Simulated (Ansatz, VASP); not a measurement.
## Ag: VASP beside Ansatz

```
CELL_PARAMETERS angstrom
2.04310 -2.04310 0.00000
2.04310 0.00000 -2.04310
11.57743 6.46988 6.46988
ATOMIC_POSITIONS crystal
Ag 0.59724 0.59724 0.08332
Ag 0.23616 0.23616 0.91665
Ag 0.12502 0.12502 0.24998
Ag 0.18059 0.18059 0.58332
Ag 0.65281 0.65281 0.41665
Ag 0.70837 0.70837 0.74998
```

Alike in both runs: task single point; functional PBEsol; k mesh 18 × 18 × 4; occupations gaussian, width 0.15 eV; no spin polarisation.

```csv
,VASP,Ansatz
version,VASP 6.6.1,Ansatz 0.2.0
potentials or method,"VASP PAW PBE potentials, release 64 (Ag), cutoff 520 eV","scalar-relativistic, plane waves, PAW"
valence electrons in the cell,66,114
```

```tsv
	VASP	Ansatz	Ansatz less VASP
gap on the k mesh at the Fermi level (eV)	none	none	-
pressure (GPa)	-2.4	-2.3	+0.14
traceless stress, the component that is largest in VASP (GPa)	0.40	0.41	+0.004
rms of the force components (eV/Å)	0.078	0.079	+0.0006
```

VASP's potentials were made for PBE, not for PBEsol. Atom by atom the forces differ by 0.001 eV/Å (rms over components). A gap of «none» marks a metal or a gap that the smearing closes. VASP's potentials hold 66 valence electrons a cell and Ansatz's 114, so a difference there can come from the potentials and not from the codes.
